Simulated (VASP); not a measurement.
# HfN (Pm-3m) in VASP: notebook

The runs below take HfN through single point, with LDA, PBEsol, BLYP.

Everything below comes from runs of VASP 6.6.1. Logs are shortened: lines on timing, memory, paths and dates and some standing lists are left out, and cuts for length are marked.

### Step 1. The cell of the first run

The structure is cubic, space group Pm-3m (No. 221). Conventional cell: a = 2.767 Å, b = 2.767 Å, c = 2.767 Å, α = 90.00°, β = 90.00°, γ = 90.00°. Hf (site symmetry m-3m) has 8 N at 2.40 Å and 6 Hf at 2.77 Å within 3.2 Å. N (site symmetry m-3m) has 8 Hf at 2.40 Å and 6 N at 2.77 Å within 3.2 Å.

### Step 2. Single point, LDA

File INCAR:

```
SYSTEM = HfN
PREC     = Accurate       ! precision mode
ENCUT    = 520            ! plane-wave cutoff, eV
EDIFF    = 1E-6           ! SCF threshold, eV
ISMEAR   = -1             ! smearing method
SIGMA    = 0.05           ! smearing width, eV
LREAL    = .FALSE.        ! projectors in reciprocal space
LASPH    = .TRUE.         ! aspherical terms in the spheres
NELM     = 60             ! most SCF steps
ALGO     = Normal         ! electronic algorithm
ISIF     = 2              ! what is computed and relaxed
LWAVE    = .FALSE.        ! write WAVECAR
LCHARG   = .FALSE.        ! write CHGCAR
GGA      = CA             ! functional
NBANDS   = 14             ! bands
```

File KPOINTS:

```
Automatic mesh
0
G
  9 9 9
  0 0 0
```

File POSCAR:

```
HfN
1.0
    2.7673601447      0.0000000000      0.0000000000
    0.0000000000      2.7673601447      0.0000000000
    0.0000000000      0.0000000000      2.7673601447
Hf N
1 1
Direct
    0.5000000000      0.5000000000      0.5000000000
    0.0000000000      0.0000000000      0.0000000000
```

Potentials or basis: VASP PAW LDA potentials, release 64 (Hf_pv, N).

Launch:

```console
$ cat potpaw_LDA.64/Hf_pv/POTCAR potpaw_LDA.64/N/POTCAR > POTCAR
$ mpirun -np 1 vasp_std > vasp.out
```

OUTCAR:

```text
SYSTEM = HfN
   PREC = Accurate
   ENCUT = 520
   EDIFF = 1E-6
   ISMEAR = -1
   LREAL = .FALSE.
   LASPH = .TRUE.
   NELM = 60
   ISIF = 2
   GGA = CA

 ion  position               nearest neighbor table
   1  0.500  0.500  0.500-   2 2.40   2 2.40   2 2.40   2 2.40   2 2.40   2 2.40   2 2.40   2 2.40

   2  0.000  0.000  0.000-   1 2.40   1 2.40   1 2.40   1 2.40   1 2.40   1 2.40   1 2.40   1 2.40

  LATTYP: Found a simple cubic cell.
 ALAT       =     2.7673601447

  Lattice vectors:

 A1 = (   2.7673601447,   0.0000000000,   0.0000000000)
 A2 = (   0.0000000000,   2.7673601447,   0.0000000000)
 A3 = (   0.0000000000,   0.0000000000,   2.7673601447)

Analysis of symmetry for initial positions (statically):
=====================================================================
 Subroutine PRICEL returns:
 Original cell was already a primitive cell.

 Routine SETGRP: Setting up the symmetry group for a
 simple cubic supercell.

 Subroutine GETGRP returns: Found 48 space group operations
 (whereof 48 operations were pure point group operations)
 out of a pool of 48 trial point group operations.

The static configuration has the point symmetry O_h .

Analysis of symmetry for dynamics (positions and initial velocities):
=====================================================================
 Subroutine PRICEL returns:
 Original cell was already a primitive cell.

 Routine SETGRP: Setting up the symmetry group for a
 simple cubic supercell.

 Subroutine GETGRP returns: Found 48 space group operations
 (whereof 48 operations were pure point group operations)
 out of a pool of 48 trial point group operations.

The dynamic configuration has the point symmetry O_h .

 Subroutine INISYM returns: Found 48 space group operations
 (whereof 48 operations are pure point group operations),
 and found     1 'primitive' translations

----------------------------------------------------------------------------------------

                                     Primitive cell

  volume of cell :      21.1932

  direct lattice vectors                    reciprocal lattice vectors
     2.767360145  0.000000000  0.000000000     0.361355208  0.000000000  0.000000000
     0.000000000  2.767360145  0.000000000     0.000000000  0.361355208  0.000000000
     0.000000000  0.000000000  2.767360145     0.000000000  0.000000000  0.361355208

  length of vectors
     2.767360145  2.767360145  2.767360145     0.361355208  0.361355208  0.361355208

  position of ions in fractional coordinates (direct lattice)
     0.500000000  0.500000000  0.500000000
     0.000000000  0.000000000  0.000000000

  ion indices of the primitive-cell ions
   primitive index   ion index
                 1           1
                 2           2

----------------------------------------------------------------------------------------

 KPOINTS: Automatic mesh

Automatic generation of k-mesh.
 Grid dimensions read from file:
 generate k-points for:    9    9    9

 Generating k-lattice:

  Cartesian coordinates                     Fractional coordinates (reciprocal lattice)
     0.040150579  0.000000000  0.000000000     0.111111111  0.000000000  0.000000000
     0.000000000  0.040150579  0.000000000     0.000000000  0.111111111  0.000000000
     0.000000000  0.000000000  0.040150579     0.000000000  0.000000000  0.111111111

  Length of vectors
     0.040150579  0.040150579  0.040150579

  Shift w.r.t. Gamma in fractional coordinates (k-lattice)
     0.000000000  0.000000000  0.000000000

 Subroutine IBZKPT returns following result:
 ===========================================

 Found     35 irreducible k-points:

 Following reciprocal coordinates:
            Coordinates               Weight
  0.000000  0.000000  0.000000      1.000000
  0.111111  0.000000  0.000000      6.000000
  0.222222  0.000000  0.000000      6.000000
  0.333333  0.000000  0.000000      6.000000
  0.444444  0.000000  0.000000      6.000000
  0.111111  0.111111  0.000000     12.000000
[... 16 lines left out ...]
  0.333333  0.333333  0.111111     24.000000
  0.444444  0.333333  0.111111     48.000000
 [... further k-points ...]
   k-points           NKPTS =     35   k-points in BZ     NKDIM =     35   number of bands    NBANDS=     14
   number of dos      NEDOS =    301   number of ions     NIONS =      2
   total plane-waves  NPLWV =  13824
   dimension x,y,z NGX =    24 NGY =   24 NGZ =   24
   dimension x,y,z NGXF=    48 NGYF=   48 NGZF=   48
   ions per type =               1   1
   NGX,Y,Z   is equivalent  to a cutoff of  14.42, 14.42, 14.42 a.u.
   NGXF,Y,Z  is equivalent  to a cutoff of  28.84, 28.84, 28.84 a.u.
 SYSTEM =  HfN
   PREC   = accura    normal or accurate (medium, high low for compatibility)
   ISTART =      0    job   : 0-new  1-cont  2-samecut
   ICHARG =      2    charge: 1-file 2-atom 10-const
   ISPIN  =      1    spin polarized calculation?
   LNONCOLLINEAR =      F non collinear calculations
   LSORBIT =      F    spin-orbit coupling
   LASPH  =      T    aspherical Exc in radial PAW
   ENCUT  =  520.0 eV  38.22 Ry    6.18 a.u.   5.15  5.15  5.15*2*pi/ulx,y,z
   NELM   =     60;   NELMIN=  2; NELMDL= -5     # of ELM steps
   EDIFF  = 0.1E-05   stopping-criterion for ELM
   LREAL  =      F    real-space projection
   EDIFFG = 0.1E-04   stopping-criterion for IOM
   NSW    =      0    number of steps for IOM
   IBRION =     -1    ionic relax: 0-MD 1-quasi-New 2-CG
   NFREE  =      0    steps in history (QN), initial steepest desc. (CG)
   ISIF   =      2    stress and relaxation
   ISYM   =      2    0-nonsym 1-usesym 2-fastsym
   POTIM  = 0.5000    time-step for ionic-motion
   TEBEG  =    0.0;   TEEND  =   0.0 temperature during run
   PSTRESS=    0.0 pullay stress
   NELECT =      15.0000    total number of electrons
   NUPDOWN=      -1.0000    fix difference up-down
   EMIN   =  10.00;   EMAX   =-10.00  energy-range for DOS
   EFERMI =   0.00;   METHOD = LEGACY
   ISMEAR =    -1;   SIGMA  =   0.05  broadening in eV -4-tet -1-fermi 0-gaus
   EFERMI_NEDOS =   21; number of points for ismear=-14 and -15
   IALGO  =     38    algorithm
   IMIX   =      4    mixing-type and parameters
     AMIX     =   0.40;   BMIX     =  1.00
     AMIX_MAG =   1.60;   BMIX_MAG =  1.00
  volume/ion in A,a.u.               =      10.60        71.51
  Fermi-wavevector in a.u.,A,eV,Ry     =   1.458947  2.757010 28.960366  2.128527
  Thomas-Fermi vector in A             =   2.575572
   LORBIT       =      0    0 simple, 1 ext, 2 COOP (PROOUT), +10 PAW based schemes
   GGA     = CA    functional components
   LHFCALC =     F    Hartree Fock is set to
   AEXX    =    0.0000 exact exchange contribution
   IVDW    =     0    specifies the selected vdW correction
   LEPSILON=     F    determine dielectric tensor
   LRPA    =     F    only Hartree local field effects (RPA)
 non-spin polarized calculation
  energy-cutoff  :      520.00
  volume of cell :       21.19
 maximum number of plane-waves:       587
 NGX is ok and might be reduce to    24
   NGX = 11   NGY = 11   NGZ = 11

 number of electron      15.0000002 magnetization

 Free energy of the ion-electron system (eV)
  ---------------------------------------------------
  ext. energy  EPLUGINS =         0.00000000
  ---------------------------------------------------
  free energy    TOTEN  =       -21.91833751 eV

  energy without entropy =      -21.90731029  energy(sigma->0) =      -21.91282390

 E-fermi :   7.8741     XC(G=0): -13.5098

 val. band max:        7.7429829146   @ k =   0.3333   0.3333   0.0000
 cond. band min:       7.8822809282   @ k =   0.1111   0.1111   0.0000
 fundamental gap:      0.1392980136
 Fermi energy:         7.8741285809

 k-point     1 :       0.0000    0.0000    0.0000
  band No.  band energies     occupation
      1     -21.9345      2.00000
      2     -21.9345      2.00000
      3     -21.9345      2.00000
      4      -8.4347      2.00000
      5       5.1697      2.00000
      6       5.1697      2.00000
      7       6.8184      2.00000
      8       6.8184      2.00000
      9       6.8184      2.00000
     10      12.1633      0.00000
     11      14.5576      0.00000
     12      14.5576      0.00000
     13      14.5576      0.00000
     14      20.1905      0.00000

 k-point     2 :       0.1111    0.0000    0.0000
  band No.  band energies     occupation
      1     -22.1507      2.00000
      2     -21.9154      2.00000
      3     -21.9154      2.00000
      4      -8.1613      2.00000
      5       4.5987      2.00000
      6       5.2995      2.00000
      7       6.5951      2.00000
      8       6.5951      2.00000
      9       7.1914      2.00000
     10      12.9113      0.00000
     11      14.6152      0.00000
     12      14.6152      0.00000
     13      14.6314      0.00000
     14      20.1906      0.00000

 k-point     3 :       0.2222    0.0000    0.0000
  band No.  band energies     occupation
      1     -22.6658      2.00000
      2     -21.8669      2.00000
      3     -21.8669      2.00000
      4      -7.4428      2.00000
      5       2.9743      2.00000
      6       5.6522      2.00000
      7       6.0498      2.00000
      8       6.0498      2.00000
      9       8.9222      0.00000
     10      14.3725      0.00000
     11      14.8153      0.00000
     12      14.8153      0.00000
     13      14.8246      0.00000
     14      20.1906      0.00000
[... 324 lines left out ...]
 k-point    23 :       0.3333    0.3333    0.1111
  band No.  band energies     occupation
      1     -22.9951      2.00000
      2     -22.9187      2.00000
      3     -21.8833      2.00000
      4      -6.1693      2.00000
      5       2.3353      2.00000
      6       3.6812      2.00000
      7       5.6339      2.00000
      8       8.2668      0.00078
      9      11.6863      0.00000
     10      11.9190      0.00000
     11      13.9484      0.00000
     12      13.9635      0.00000
     13      17.7517      0.00000
     14      20.1973      0.00000

 k-point    24 :       0.4444    0.3333    0.1111
  band No.  band energies     occupation
      1     -23.2644      2.00000
      2     -22.8913      2.00000
      3     -21.8469      2.00000
      4      -6.1371      2.00000
      5       2.4026      2.00000
      6       3.4246      2.00000
      7       6.0508      2.00000
      8       7.9546      0.33317
      9      11.2790      0.00000
     10      11.7272      0.00000
     11      13.6801      0.00000
     12      15.1822      0.00000
     13      19.3878      0.00000
     14      20.2186      0.00000

 [... further k-points ...]

------------------------ aborting loop because EDIFF is reached ----------------------------------------

  FORCE on cell =-STRESS in cart. coord.  units (eV):
  Direction    XX          YY          ZZ          XY          YZ          ZX
  --------------------------------------------------------------------------------------
  -------------------------------------------------------------------------------------
  Total       -0.2669421     -0.2669421     -0.2669421     -0.0000000      0.0000000      0.0000000
  in kB      -20.1804376    -20.1804376    -20.1804376     -0.0000000      0.0000000      0.0000000
  external PRESSURE =     -20.1804376 kB  Pullay stress =       0.0000000 kB

 VOLUME and BASIS-vectors are now :
 -----------------------------------------------------------------------------
  energy-cutoff  :      520.00
  volume of cell :       21.19
      direct lattice vectors                 reciprocal lattice vectors
     2.767360145  0.000000000  0.000000000     0.361355208  0.000000000  0.000000000
     0.000000000  2.767360145  0.000000000     0.000000000  0.361355208  0.000000000
     0.000000000  0.000000000  2.767360145     0.000000000  0.000000000  0.361355208

 POSITION                                       TOTAL-FORCE (eV/Angst)
 -----------------------------------------------------------------------------------
      1.38368      1.38368      1.38368         0.000000      0.000000      0.000000
      0.00000      0.00000      0.00000         0.000000      0.000000      0.000000
 -----------------------------------------------------------------------------------
    total drift:                                0.000000     -0.000000     -0.000000

  FREE ENERGIE OF THE ION-ELECTRON SYSTEM (eV)
  ---------------------------------------------------
  free  energy   TOTEN  =       -21.9183375104 eV

  energy  without entropy=      -21.9073102867  energy(sigma->0) =      -21.91282390
```

It took 5.6 s on 1 thread of AMD EPYC 9R45 (Zen 5), shared host; peak memory 0.1 GiB.

What came out:

| Item | Value |
| --- | --- |
| Free energy | -21.9183 eV |
| Pressure | -2.0 GPa |

Levels at points of the mesh, in eV from the Fermi level:
```tsv
k point	band 5	band 6	band 7	band 8	band 9	band 10	band 11	band 12
(0.00, 0.00, 0.00)	-2.70	-2.70	-1.06	-1.06	-1.06	4.29	6.68	6.68
```

Caveat: spin-orbit coupling is left out, which moves the levels of the heavy elements.

### Step 3. Single point, LDA

This run uses another cell than the first one, of 10.82 Å³/atom, 1.021 times its volume.

File INCAR:

```
SYSTEM = HfN
ALGO = Normal ; EDIFF = 1E-6
ENCUT = 520 ; GGA = CA
ISIF = 2 ; ISMEAR = -1
LASPH = .True. ; LCHARG = .False.
LREAL = .False. ; LWAVE = .False.
NBANDS = 14 ; NELM = 100
PREC = Accurate ; SIGMA = 0.05
```

File KPOINTS:

```
k-points
0
Gamma
  9 9 9
  0 0 0
```

File POSCAR:

```
HfN
1.0
    2.7868492385      0.0000000000      0.0000000000
    0.0000000000      2.7868492385      0.0000000000
    0.0000000000      0.0000000000      2.7868492385
Hf N
1 1
Direct
    0.5000000000      0.5000000000      0.5000000000
    0.0000000000      0.0000000000      0.0000000000
```

Potentials or basis: VASP PAW LDA potentials, release 64 (Hf_pv, N).

Launch:

```console
$ cat potpaw_LDA.64/Hf_pv/POTCAR potpaw_LDA.64/N/POTCAR > POTCAR
$ mpirun -np 1 vasp_std > vasp.out
```

OUTCAR:

```text
SYSTEM = HfN
   EDIFF = 1E-6
   ENCUT = 520
   GGA = CA
   ISIF = 2
   ISMEAR = -1
   LASPH = .True.
   LREAL = .False.
   NELM = 100
   PREC = Accurate

 ion  position               nearest neighbor table
   1  0.500  0.500  0.500-   2 2.41   2 2.41   2 2.41   2 2.41   2 2.41   2 2.41   2 2.41   2 2.41

   2  0.000  0.000  0.000-   1 2.41   1 2.41   1 2.41   1 2.41   1 2.41   1 2.41   1 2.41   1 2.41

  LATTYP: Found a simple cubic cell.
 ALAT       =     2.7868492385

  Lattice vectors:

[... 595 lines left out ...]
------------------------ aborting loop because EDIFF is reached ----------------------------------------

  FORCE on cell =-STRESS in cart. coord.  units (eV):
  Direction    XX          YY          ZZ          XY          YZ          ZX
  --------------------------------------------------------------------------------------
  -------------------------------------------------------------------------------------
  Total       -1.0068498     -1.0068498     -1.0068498      0.0000000     -0.0000000      0.0000000
  in kB      -74.5306388    -74.5306388    -74.5306388      0.0000000     -0.0000000      0.0000000
  external PRESSURE =     -74.5306388 kB  Pullay stress =       0.0000000 kB

 VOLUME and BASIS-vectors are now :
 -----------------------------------------------------------------------------
  energy-cutoff  :      520.00
  volume of cell :       21.64
      direct lattice vectors                 reciprocal lattice vectors
     2.786849238  0.000000000  0.000000000     0.358828166  0.000000000  0.000000000
     0.000000000  2.786849238  0.000000000     0.000000000  0.358828166  0.000000000
     0.000000000  0.000000000  2.786849238     0.000000000  0.000000000  0.358828166

 POSITION                                       TOTAL-FORCE (eV/Angst)
 -----------------------------------------------------------------------------------
      1.39342      1.39342      1.39342         0.000000      0.000000      0.000000
      0.00000      0.00000      0.00000         0.000000      0.000000      0.000000
 -----------------------------------------------------------------------------------
    total drift:                                0.000000     -0.000000     -0.000000

  FREE ENERGIE OF THE ION-ELECTRON SYSTEM (eV)
  ---------------------------------------------------
  free  energy   TOTEN  =       -21.9051350352 eV

  energy  without entropy=      -21.8939754386  energy(sigma->0) =      -21.89955524
```

Wall time 5.6 s (1 thread of AMD EPYC 9R45 (Zen 5), shared host); peak memory 0.1 GiB.

Results:

| Item | Value |
| --- | --- |
| Free energy | -21.9051 eV |
| Pressure | -7.5 GPa |

Caveat: spin-orbit coupling is left out, which moves the levels of the heavy elements.

### Step 4. Single point, LDA

This run uses another cell than the first one, of 11.05 Å³/atom, 1.043 times its volume.

File INCAR:

```
PREC = Accurate
ENCUT = 520
EDIFF = 1E-7
ISMEAR = -1
SIGMA = 0.05
LREAL = False
LASPH = True
NELM = 80
ALGO = Normal
ISIF = 2
LWAVE = False
LCHARG = True
GGA = CA
LELF = True
LVHAR = True
NBANDS = 14
```

File KPOINTS:

```
Automatic mesh
0
Gamma
  9 9 9
```

File POSCAR:

```
HfN
1.0
    2.8060694958      0.0000000000      0.0000000000
    0.0000000000      2.8060694958      0.0000000000
    0.0000000000      0.0000000000      2.8060694958
Hf N
1 1
Direct
    0.5000000000      0.5000000000      0.5000000000
    0.0000000000      0.0000000000      0.0000000000
```

Potentials or basis: VASP PAW LDA potentials, release 64 (Hf_pv, N).

Launch:

```console
$ cat potpaw_LDA.64/Hf_pv/POTCAR potpaw_LDA.64/N/POTCAR > POTCAR
$ mpirun -np 1 vasp_std > vasp.out
```

OUTCAR:

```text
PREC = Accurate
   ENCUT = 520
   EDIFF = 1E-7
   ISMEAR = -1
   LREAL = False
   LASPH = True
   NELM = 80
   ISIF = 2
   GGA = CA

 ion  position               nearest neighbor table
   1  0.500  0.500  0.500-   2 2.43   2 2.43   2 2.43   2 2.43   2 2.43   2 2.43   2 2.43   2 2.43

   2  0.000  0.000  0.000-   1 2.43   1 2.43   1 2.43   1 2.43   1 2.43   1 2.43   1 2.43   1 2.43

  LATTYP: Found a simple cubic cell.
 ALAT       =     2.8060694958

  Lattice vectors:
[... 594 lines left out ...]
 [... further k-points ...]

------------------------ aborting loop because EDIFF is reached ----------------------------------------

  FORCE on cell =-STRESS in cart. coord.  units (eV):
  Direction    XX          YY          ZZ          XY          YZ          ZX
  --------------------------------------------------------------------------------------
  -------------------------------------------------------------------------------------
  Total       -1.6983459     -1.6983459     -1.6983459      0.0000000     -0.0000000     -0.0000000
  in kB     -123.1519972   -123.1519972   -123.1519972      0.0000000     -0.0000000     -0.0000000
  external PRESSURE =    -123.1519972 kB  Pullay stress =       0.0000000 kB

 VOLUME and BASIS-vectors are now :
 -----------------------------------------------------------------------------
  energy-cutoff  :      520.00
  volume of cell :       22.10
      direct lattice vectors                 reciprocal lattice vectors
     2.806069496  0.000000000  0.000000000     0.356370361  0.000000000  0.000000000
     0.000000000  2.806069496  0.000000000     0.000000000  0.356370361  0.000000000
     0.000000000  0.000000000  2.806069496     0.000000000  0.000000000  0.356370361

 POSITION                                       TOTAL-FORCE (eV/Angst)
 -----------------------------------------------------------------------------------
      1.40303      1.40303      1.40303         0.000000      0.000000      0.000000
      0.00000      0.00000      0.00000         0.000000      0.000000      0.000000
 -----------------------------------------------------------------------------------
    total drift:                                0.000000     -0.000000     -0.000000

  FREE ENERGIE OF THE ION-ELECTRON SYSTEM (eV)
  ---------------------------------------------------
  free  energy   TOTEN  =       -21.8774648691 eV

  energy  without entropy=      -21.8662270887  energy(sigma->0) =      -21.87184598
```

Run time: 6.6 s. Hardware: 1 thread of AMD EPYC 9R45 (Zen 5), shared host; peak memory 0.1 GiB.

Results:

```
Free energy : -21.8775 eV
Pressure    : -12.3 GPa
```

Levels at points of the mesh, in eV from the Fermi level:
```csv
k point,band 4,band 5,band 6,band 7,band 8,band 9,band 10,band 11,band 12,band 13
"(0.00, 0.00, 0.00)",-16.02,-2.53,-2.53,-1.04,-1.04,-1.04,3.71,6.40,6.40,6.40
```

Caveat: spin-orbit coupling is left out, which moves the levels of the heavy elements.

(Continued in part 2 of 2.)
